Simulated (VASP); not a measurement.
# NaSn4Hg5 in VASP: a series of runs

Runs on NaSn4Hg5. Level: PBE. Tasks: single point.

Program: VASP 6.6.1. These are calculated values, not measurements. Logs are shortened: lines on timing, memory, paths and dates and some standing lists are left out, and cuts for length are marked.

**1. The cell of the first run**

The cell holds a disordered packing, 10 atoms: a = 6.081 Å, b = 7.612 Å, c = 7.245 Å, α = 82.39°, β = 102.14°, γ = 105.17°.

**2. Single point, PBE**

INCAR

```
ALGO = Normal
EDIFF = 1E-6
ENCUT = 520
GGA = PE
ISIF = 2
ISMEAR = -1
LASPH = True
LCHARG = False
LREAL = False
LWAVE = False
NBANDS = 72
NELM = 100
PREC = Accurate
SIGMA = 0.1
```

KPOINTS

```
k-points
0
Gamma
  3 2 2
```

POSCAR

```
NaSn4Hg5
1.0
    5.9810600000      0.6396360000     -0.8908280000
   -2.5991010000      7.0518590000      1.2056350000
   -0.4351860000     -0.3593440000      7.2231960000
Na Hg Sn
1 5 4
Direct
    0.9837327701      0.5391228798      0.7049719103
    0.2426469482      0.9661227287      0.5800931221
    0.3997783116      0.3888389831      0.5755913070
    0.3993103727      0.7997114132      0.9900997828
    0.2616910549      0.3123349702      0.1444526422
    0.5781812995      0.7965905874      0.4275543122
    0.0050295884      0.6437370492      0.2292483245
    0.9377220955      0.9523511328      0.8884208930
    0.8785642914      0.2035861699      0.4021308654
    0.6420248975      0.2188210528      0.9626192388
```

Potentials or basis: VASP PAW PBE potentials, release 64 (Na_pv, Hg, Sn_d).

Command:

```sh
> cat potpaw_PBE.64/Na_pv/POTCAR potpaw_PBE.64/Hg/POTCAR potpaw_PBE.64/Sn_d/POTCAR > POTCAR
> mpirun -np 1 vasp_std > vasp.out
```

OUTCAR:

```text
EDIFF = 1E-6
   ENCUT = 520
   GGA = PE
   ISIF = 2
   ISMEAR = -1
   LASPH = True
   LREAL = False
   NELM = 100
   PREC = Accurate

 ion  position               nearest neighbor table
   1  0.984  0.539  0.705-   4 3.29   2 3.32
   2  0.243  0.966  0.580-   3 3.11   6 3.12   4 3.13   8 3.17   9 3.18   1 3.32   7 3.58  10 3.66
                             5 3.84   6 3.87
   3  0.400  0.389  0.576-   2 3.11   6 3.13   5 3.15  10 3.16   9 3.17   7 3.80
   4  0.399  0.800  0.990-   6 3.13   2 3.13   7 3.14  10 3.14   8 3.22   1 3.29   8 3.38   5 3.66

   5  0.262  0.312  0.144-   3 3.15  10 3.16   9 3.16   8 3.44   7 3.47  10 3.63   4 3.66   2 3.84

   6  0.578  0.797  0.428-   2 3.12   4 3.13   3 3.13   9 3.16   7 3.43   7 3.71   8 3.74   2 3.87

   7  0.005  0.644  0.229-   4 3.14   8 3.21   9 3.37   6 3.43   5 3.47   2 3.58   6 3.71   3 3.80

   8  0.938  0.952  0.888-   2 3.17  10 3.20   7 3.21   4 3.22   4 3.38   5 3.44   6 3.74
   9  0.879  0.204  0.402-   6 3.16   5 3.16   3 3.17   2 3.18  10 3.21   7 3.37
  10  0.642  0.219  0.963-   4 3.14   5 3.16   3 3.16   8 3.20   9 3.21   5 3.63   2 3.66

  LATTYP: Found a triclinic cell.
 ALAT       =     7.2452105159
 B/A-ratio  =     2.3444087523
 C/A-ratio  =     2.3238277902
 COS(alpha) =     0.0038844728
 COS(beta)  =     0.4741317719
 COS(gamma) =     0.8690343806

  Lattice vectors:

 A1 = (   0.4351860000,   0.3593440000,  -7.2231960000)
 A2 = (   4.2523310000,   8.4101830000, -14.1315850000)
 A3 = (  -0.3476720000, -14.3840100000,  -8.7436380000)

Analysis of symmetry for initial positions (statically):
=====================================================================
 Subroutine PRICEL returns:
 Original cell was already a primitive cell.

 Routine SETGRP: Setting up the symmetry group for a
 triclinic supercell.

 Subroutine GETGRP returns: Found  1 space group operations
 (whereof  1 operations were pure point group operations)
 out of a pool of  2 trial point group operations.

The static configuration has the point symmetry C_1 .

Analysis of symmetry for dynamics (positions and initial velocities):
=====================================================================
 Subroutine PRICEL returns:
 Original cell was already a primitive cell.

 Routine SETGRP: Setting up the symmetry group for a
 triclinic supercell.

 Subroutine GETGRP returns: Found  1 space group operations
 (whereof  1 operations were pure point group operations)
 out of a pool of  2 trial point group operations.

The dynamic configuration has the point symmetry C_1 .

 Subroutine INISYM returns: Found  1 space group operations
 (whereof  1 operations are pure point group operations),
 and found     1 'primitive' translations

----------------------------------------------------------------------------------------

                                     Primitive cell

  volume of cell :     315.3552

  direct lattice vectors                    reciprocal lattice vectors
     5.981060000  0.639636000 -0.890828000     0.162896309  0.057868526  0.012693121
    -2.599101000  7.051859000  1.205635000    -0.013635743  0.135766568  0.005932667
    -0.435186000 -0.359344000  7.223196000     0.022365767 -0.015524156  0.139018069

  length of vectors
     6.080771946  7.611675053  7.245210516     0.173335193  0.136578516  0.141658923

  position of ions in fractional coordinates (direct lattice)
     0.983732770  0.539122880  0.704971910
     0.242646948  0.966122729  0.580093122
     0.399778312  0.388838983  0.575591307
     0.399310373  0.799711413  0.990099783
     0.261691055  0.312334970  0.144452642
     0.578181300  0.796590587  0.427554312
     0.005029588  0.643737049  0.229248324
     0.937722096  0.952351133  0.888420893
     0.878564291  0.203586170  0.402130865
     0.642024898  0.218821053  0.962619239

  ion indices of the primitive-cell ions
   primitive index   ion index
                 1           1
                 2           2
                 3           3
                 4           4
                 5           5
                 6           6
                 7           7
                 8           8
                 9           9
                10          10

----------------------------------------------------------------------------------------

 KPOINTS: k-points

Automatic generation of k-mesh.
 Grid dimensions read from file:
 generate k-points for:    3    2    2

 Generating k-lattice:

  Cartesian coordinates                     Fractional coordinates (reciprocal lattice)
     0.054298770  0.019289509  0.004231040     0.333333333  0.000000000  0.000000000
    -0.006817872  0.067883284  0.002966334     0.000000000  0.500000000  0.000000000
     0.011182884 -0.007762078  0.069509034    -0.000000000  0.000000000  0.500000000

  Length of vectors
     0.057778398  0.068289258  0.070829461

  Shift w.r.t. Gamma in fractional coordinates (k-lattice)
     0.000000000  0.000000000  0.000000000

 Subroutine IBZKPT returns following result:
 ===========================================

 Found      8 irreducible k-points:

 Following reciprocal coordinates:
            Coordinates               Weight
  0.000000  0.000000  0.000000      1.000000
  0.333333 -0.000000  0.000000      2.000000
 -0.000000  0.500000 -0.000000      1.000000
  0.333333  0.500000 -0.000000      2.000000
 -0.000000  0.000000  0.500000      1.000000
  0.333333  0.000000  0.500000      2.000000
 -0.000000  0.500000  0.500000      1.000000
  0.333333  0.500000  0.500000      2.000000
   k-points           NKPTS =      8   k-points in BZ     NKDIM =      8   number of bands    NBANDS=     72
   number of dos      NEDOS =    301   number of ions     NIONS =     10
   total plane-waves  NPLWV = 155520
   dimension x,y,z NGX =    48 NGY =   60 NGZ =   54
   dimension x,y,z NGXF=    96 NGYF=  120 NGZF=  108
   ions per type =               1   5   4
   NGX,Y,Z   is equivalent  to a cutoff of  13.12, 13.10, 12.39 a.u.
   NGXF,Y,Z  is equivalent  to a cutoff of  26.25, 26.21, 24.78 a.u.
 SYSTEM =  unknown system
   PREC   = accura    normal or accurate (medium, high low for compatibility)
   ISTART =      0    job   : 0-new  1-cont  2-samecut
   ICHARG =      2    charge: 1-file 2-atom 10-const
   ISPIN  =      1    spin polarized calculation?
   LNONCOLLINEAR =      F non collinear calculations
   LSORBIT =      F    spin-orbit coupling
   LASPH  =      T    aspherical Exc in radial PAW
   ENCUT  =  520.0 eV  38.22 Ry    6.18 a.u.  11.31 14.15 13.47*2*pi/ulx,y,z
   NELM   =    100;   NELMIN=  2; NELMDL= -5     # of ELM steps
   EDIFF  = 0.1E-05   stopping-criterion for ELM
   LREAL  =      F    real-space projection
   EDIFFG = 0.1E-04   stopping-criterion for IOM
   NSW    =      0    number of steps for IOM
   IBRION =     -1    ionic relax: 0-MD 1-quasi-New 2-CG
   NFREE  =      0    steps in history (QN), initial steepest desc. (CG)
   ISIF   =      2    stress and relaxation
   ISYM   =      2    0-nonsym 1-usesym 2-fastsym
   POTIM  = 0.5000    time-step for ionic-motion
   TEBEG  =    0.0;   TEEND  =   0.0 temperature during run
   PSTRESS=    0.0 pullay stress
   NELECT =     123.0000    total number of electrons
   NUPDOWN=      -1.0000    fix difference up-down
   EMIN   =  10.00;   EMAX   =-10.00  energy-range for DOS
   EFERMI =   0.00;   METHOD = LEGACY
   ISMEAR =    -1;   SIGMA  =   0.10  broadening in eV -4-tet -1-fermi 0-gaus
   EFERMI_NEDOS =   21; number of points for ismear=-14 and -15
   IALGO  =     38    algorithm
   IMIX   =      4    mixing-type and parameters
     AMIX     =   0.40;   BMIX     =  1.00
     AMIX_MAG =   1.60;   BMIX_MAG =  1.00
  volume/ion in A,a.u.               =      31.54       212.81
  Fermi-wavevector in a.u.,A,eV,Ry     =   1.196125  2.260348 19.466057  1.430715
  Thomas-Fermi vector in A             =   2.332073
   LORBIT       =      0    0 simple, 1 ext, 2 COOP (PROOUT), +10 PAW based schemes
   GGA     = PE    functional components
   LHFCALC =     F    Hartree Fock is set to
   AEXX    =    0.0000 exact exchange contribution
   IVDW    =     0    specifies the selected vdW correction
   LEPSILON=     F    determine dielectric tensor
   LRPA    =     F    only Hartree local field effects (RPA)
 non-spin polarized calculation
  energy-cutoff  :      520.00
  volume of cell :      315.36
 maximum number of plane-waves:      8528
 NGX is ok and might be reduce to    48
   NGX = 23   NGY = 29   NGZ = 27

 number of electron     123.0000002 magnetization

 Free energy of the ion-electron system (eV)
  ---------------------------------------------------
  ext. energy  EPLUGINS =         0.00000000
  ---------------------------------------------------
  free energy    TOTEN  =       -16.73413858 eV

  energy without entropy =      -16.55333396  energy(sigma->0) =      -16.64373627

 E-fermi :   3.0809     XC(G=0):  -9.1655

 val. band max:        3.0541076697   @ k =  -0.0000   0.5000   0.5000
 cond. band min:       3.1370320617   @ k =   0.0000   0.0000   0.0000
 fundamental gap:      0.0829243920
 Fermi energy:         3.0809373628

 k-point     1 :       0.0000    0.0000    0.0000
  band No.  band energies     occupation
      1     -21.5357      2.00000
      2     -21.5342      2.00000
      3     -21.5305      2.00000
      4     -18.4792      2.00000
      5     -18.4729      2.00000
      6     -18.4653      2.00000
[... 64 lines left out ...]
     71       6.7199      0.00000
     72       6.9524      0.00000

 k-point     2 :       0.3333   -0.0000    0.0000
  band No.  band energies     occupation
      1     -21.5357      2.00000
      2     -21.5342      2.00000
      3     -21.5305      2.00000
      4     -18.4789      2.00000
      5     -18.4730      2.00000
      6     -18.4655      2.00000
[... 64 lines left out ...]
     71       7.0133      0.00000
     72       7.3384      0.00000

 k-point     3 :      -0.0000    0.5000   -0.0000
  band No.  band energies     occupation
      1     -21.5357      2.00000
      2     -21.5342      2.00000
      3     -21.5305      2.00000
      4     -18.4791      2.00000
      5     -18.4719      2.00000
      6     -18.4659      2.00000
[... 64 lines left out ...]
     71       6.2775      0.00000
     72       6.5820      0.00000

 k-point     4 :       0.3333    0.5000   -0.0000
  band No.  band energies     occupation
      1     -21.5357      2.00000
      2     -21.5342      2.00000
      3     -21.5305      2.00000
      4     -18.4787      2.00000
      5     -18.4720      2.00000
      6     -18.4660      2.00000
[... 64 lines left out ...]
     71       6.7403      0.00000
     72       7.0830      0.00000

 k-point     5 :      -0.0000    0.0000    0.5000
  band No.  band energies     occupation
      1     -21.5357      2.00000
      2     -21.5342      2.00000
      3     -21.5305      2.00000
      4     -18.4793      2.00000
      5     -18.4722      2.00000
      6     -18.4653      2.00000
[... 64 lines left out ...]
     71       6.4632      0.00000
     72       6.7226      0.00000

 k-point     6 :       0.3333    0.0000    0.5000
  band No.  band energies     occupation
      1     -21.5357      2.00000
      2     -21.5342      2.00000
      3     -21.5305      2.00000
      4     -18.4791      2.00000
      5     -18.4723      2.00000
      6     -18.4654      2.00000
[... 64 lines left out ...]
     71       6.6225      0.00000
     72       6.9335      0.00000

 k-point     7 :      -0.0000    0.5000    0.5000
  band No.  band energies     occupation
      1     -21.5357      2.00000
      2     -21.5342      2.00000
      3     -21.5305      2.00000
      4     -18.4793      2.00000
      5     -18.4723      2.00000
      6     -18.4653      2.00000
[... 64 lines left out ...]
     71       5.9890      0.00000
     72       6.4875      0.00000

 k-point     8 :       0.3333    0.5000    0.5000
  band No.  band energies     occupation
      1     -21.5357      2.00000
      2     -21.5342      2.00000
      3     -21.5305      2.00000
      4     -18.4790      2.00000
      5     -18.4722      2.00000
      6     -18.4654      2.00000
[... 64 lines left out ...]
     71       6.4999      0.00000
     72       6.6862      0.00000

------------------------ aborting loop because EDIFF is reached ----------------------------------------

  FORCE on cell =-STRESS in cart. coord.  units (eV):
  Direction    XX          YY          ZZ          XY          YZ          ZX
  --------------------------------------------------------------------------------------
  -------------------------------------------------------------------------------------
  Total       -5.7992384     -3.6978182     -3.3395416      0.0535717     -0.1621030      0.1891276
  in kB      -29.4633114    -18.7869443    -16.9667028      0.2721737     -0.8235722      0.9608718
  external PRESSURE =     -21.7389862 kB  Pullay stress =       0.0000000 kB

 VOLUME and BASIS-vectors are now :
 -----------------------------------------------------------------------------
  energy-cutoff  :      520.00
  volume of cell :      315.36
      direct lattice vectors                 reciprocal lattice vectors
     5.981060000  0.639636000 -0.890828000     0.162896309  0.057868526  0.012693121
    -2.599101000  7.051859000  1.205635000    -0.013635743  0.135766568  0.005932667
    -0.435186000 -0.359344000  7.223196000     0.022365767 -0.015524156  0.139018069

 POSITION                                       TOTAL-FORCE (eV/Angst)
 -----------------------------------------------------------------------------------
      4.17574      4.17772      4.86580        -0.027191     -0.010435      0.056921
     -1.31221      6.75971      5.13876         0.006195     -0.143153     -0.333900
      1.12998      2.79092      4.27027         0.166663      0.175225      0.171211
     -0.12111      5.53908      7.76013         0.304830     -0.051533      0.193050
      0.69054      2.31802      1.18685         0.157251     -0.093816     -0.313425
      1.20165      5.83363      3.53365         0.110976      0.016019      0.167931
     -1.74282      4.46038      2.42754        -0.164319     -0.035003     -0.200765
      2.74669      6.99640      6.73008        -0.391420     -0.001020      0.103440
      4.55060      1.85312      2.36747        -0.166280     -0.076959     -0.240324
      2.85233      1.60785      6.64507         0.003294      0.220675      0.395862
 -----------------------------------------------------------------------------------
    total drift:                               -0.000438      0.002113     -0.001521

  FREE ENERGIE OF THE ION-ELECTRON SYSTEM (eV)
  ---------------------------------------------------
  free  energy   TOTEN  =       -16.7341385792 eV

  energy  without entropy=      -16.5533339602  energy(sigma->0) =      -16.64373627
```

Wall time 5.1 min (1 thread of Intel Xeon Platinum 8259CL at 2.50GHz (Skylake/Cascade Lake), shared host); peak memory 0.46 GiB.

What came out:

| Item | Value |
| --- | --- |
| Free energy | -16.7341 eV |
| Pressure | -2.2 GPa |
| Largest force | 0.453 eV/Å |
| Band gap on the k mesh | zero (an odd number of electrons rules out a gap without spin polarisation) |

Forces on the atoms (eV/Å):
```
Na  -0.027 -0.010  0.057
Hg   0.006 -0.143 -0.334
Hg   0.167  0.175  0.171
Hg   0.305 -0.052  0.193
Hg   0.157 -0.094 -0.313
Hg   0.111  0.016  0.168
Sn  -0.164 -0.035 -0.201
Sn  -0.391 -0.001  0.103
Sn  -0.166 -0.077 -0.240
Sn   0.003  0.221  0.396
```

Caveat: the k points lie up to 0.45 Å⁻¹ apart, too coarse for converged energies and pressures of a metal; spin-orbit coupling is left out, which moves the levels of the heavy elements.

(Continued in part 2 of 2.)
